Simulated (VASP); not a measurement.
**InSe: single point with PBE+D3(BJ)**

InSe, a slab with vacuum:

```
Se In
1.0
     4.02661    0.00000    0.00000
    -2.01331    3.48715    0.00000
     0.00000    0.00000   28.27071
Se In
4 4
Direct
  0.00000 0.00000 0.15918
  0.00000 0.00000 0.34967
  0.44444 0.22222 0.46675
  0.44444 0.22222 0.65724
  0.66667 0.33333 0.20500
  0.66667 0.33333 0.30385
  0.77778 0.88889 0.51257
  0.77778 0.88889 0.61142
```

This cell differs from its parent crystal: layers slid over each other.

```
Program                : VASP 6.6.1
Task                   : single point
Functional             : PBE
Dispersion             : D3(BJ)
Potentials or basis    : VASP PAW PBE potentials, release 64 (Se, In_d)
Cutoff                 : 520 eV
k mesh                 : 9 × 9 × 1
Occupations            : gaussian, width 0.05 eV
Spin                   : no spin polarisation
Dipole correction      : yes
Further INCAR settings : ALGO = Normal; EDIFF = 1e-07; NBANDS = 48
```

* Largest force: 0.055 eV/Å
* Band gap on the k mesh: 1.13 eV (least direct gap 1.17 eV)
* Dispersion energy per atom: -0.253 eV

Forces in eV/Å, atoms in the order of the input:
```
Se  -0.001 -0.001 -0.011
Se  -0.045 -0.026  0.018
Se   0.045  0.026 -0.018
Se   0.001  0.001  0.011
In  -0.003 -0.002  0.012
In   0.000  0.000  0.008
In   0.000  0.000 -0.008
In   0.003  0.002 -0.012
```

Levels at points of the mesh, in eV from the valence-band top:
```csv
k point,band 36,band 37,band 38,band 39,band 40,band 41
"(0.00, 0.00, 0.00)",-0.68,-0.67,-0.05,1.13,1.70,2.52
```

It took 6.2 min on 1 thread of Intel(R) Xeon(R) 6975P-C (Granite Rapids), with other jobs on the host, peak memory 0.66 GiB.

Caveat: the cell differs from its parent crystal (layers slid over each other); spin-orbit coupling is left out, which moves the levels of the heavy elements.
